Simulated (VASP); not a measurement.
Set up this calculation in VASP 6.6.1, as the native input.

```yaml
Task: single point
Functional: PBEsol
Potentials_or_basis: VASP PAW PBE potentials, release 64 (Pd)
Cutoff: 520 eV
k_mesh: 16 × 16 × 16
Occupations: fermi-dirac, width 0.05 eV
Spin: collinear spin, ferromagnetic start
Starting_moments: "[0.5] μB"
Dipole_correction: no
Further_INCAR_settings: ALGO = Normal; EDIFF = 1e-06; NBANDS = 15
```

The structure of Pd lies in POSCAR:

```
Pd
1.0
   -1.5215869383      1.5215869383      1.5215869383
    1.5215869383     -1.5215869383      1.5215869383
    1.5215869383      1.5215869383     -1.5215869383
Pd
1
Direct
    0.0000000000      0.0000000000      0.0000000000
```

This cell differs from its parent crystal: volume scaled by 0.96.

These files were run (other wordings do the same):

INCAR

```
SYSTEM = Pd
PREC = Accurate
ENCUT = 520
EDIFF = 1E-6
ISMEAR = -1
SIGMA = 0.05
LREAL = .FALSE.
LASPH = .TRUE.
NELM = 150
ALGO = Normal
ISIF = 2
LWAVE = .FALSE.
LCHARG = .TRUE.
ISPIN = 2
MAGMOM = 0.5
LORBIT = 11
LMAXMIX = 4
GGA = PS
LELF = .TRUE.
LVHAR = .TRUE.
NBANDS = 15
```

KPOINTS

```
Automatic mesh
0
G
  16 16 16
  0 0 0
```

Potentials or basis: VASP PAW PBE potentials, release 64 (Pd).

Launch:

```bash
$ cat potpaw_PBE.64/Pd/POTCAR > POTCAR
$ mpirun -np 1 vasp_std > vasp.out
```

It gave:

```json
{
  "Pressure": "8.7 GPa",
  "Band gap on the k mesh": "zero (filled and empty bands overlap)",
  "Net moment": "0.00 μB per cell",
  "Valence electrons inside the program's atomic spheres": "Pd 9.54"
}
```

Caveat: the PAW data sets were made with another functional, which shifts forces and pressure a little.

It took 27 s on 1 thread of Intel(R) Xeon(R) Platinum 8559C (Emerald Rapids), with other jobs on the host, peak memory 0.16 GiB.
